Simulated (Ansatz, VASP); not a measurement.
# Two plane-wave programs on SiC

```
Si C
1.0
     0.00000    2.20767    2.20767
     2.20767    0.00000    2.20767
     2.20767    2.20767    0.00000
Si C
1 1
Cartesian
  0.0000 0.0000 0.0000
  1.1038 1.1038 1.1038
```

Alike in both runs: task single point; functional r2SCAN; k mesh 8 × 8 × 8; no spin polarisation.

```csv
,VASP,Ansatz
version,VASP 6.6.1,Ansatz 0.2.0
potentials or method,"VASP PAW PBE potentials, release 64 (Si, C), cutoff 520 eV","plane waves, PAW"
occupations,"gaussian, width 0.01 eV",fixed
valence electrons in the cell,8,8
```

Ansatz gave:

* pressure (GPa): -8.5

Question: Which values does VASP return?

Answer: Pressure (GPa): -8.6.

VASP's potentials were made for PBE, not for r2SCAN.
